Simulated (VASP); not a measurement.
ZnO (zincite):

```xyz
4
Lattice="3.2493 0.0000 0.0000 -1.6247 2.8140 0.0000 0.0000 0.0000 5.2057" Properties=species:S:1:pos:R:3 pbc="T T T"
Zn    1.6247    0.9380    0.0000
Zn    0.0000    1.8760    2.6029
O     0.0000    1.8760    4.5759
O     1.6247    0.9380    1.9730
```

| Quantity | Value |
| --- | --- |
| Program | VASP 6.6.1 |
| Task | relaxation of cell and atoms |
| Functional | BLYP |
| Dispersion | D4 |
| Potentials or basis | VASP PAW PBE potentials, release 64 (Zn, O) |
| Cutoff | 600 eV |
| k mesh | 9 × 9 × 5 |
| Occupations | fermi-dirac, width 0.05 eV |
| Spin | no spin polarisation |

At the start: pressure 3.5 GPa; volume 11.90 Å³/atom.

Q: Where does the relaxation end?

A: Over 8 steps the energy falls by 3.7 meV/atom and the volume is 12.20 Å³/atom (+2.5 %); space group P6_3mc (No. 186, to 0.05 Å).

Step by step:
```
step  energy change (eV)  largest force (eV/Å)  pressure (GPa)  volume (Å³)
   1              0.0000                0.0650            3.48        47.60
   2             -0.0112                0.0487           -1.61        49.40
   3             -0.0143                0.0189           -0.05        48.81
   4             -0.0143                0.0173           -0.03        48.79
   5             -0.0145                0.0222            0.02        48.77
   6             -0.0146                0.0313            0.13        48.75
   7             -0.0147                0.0204            0.03        48.77
   8             -0.0148                0.0099           -0.04        48.80
```

Final structure:
```yaml
crystal:
  lattice:
    - [3.26385, 0.00000, 0.00000]
    - [-1.63192, 2.82658, 0.00000]
    - [0.00000, 0.00000, 5.28927]
  atoms:
    - { symbol: Zn, position: [0.66667, 0.33333, 0.00050] }
    - { symbol: Zn, position: [0.33333, 0.66667, 0.50050] }
    - { symbol: O, position: [0.33333, 0.66667, 0.87851] }
    - { symbol: O, position: [0.66667, 0.33333, 0.37851] }
```

Caveat: the PAW data sets were made with another functional, which shifts forces and pressure a little.
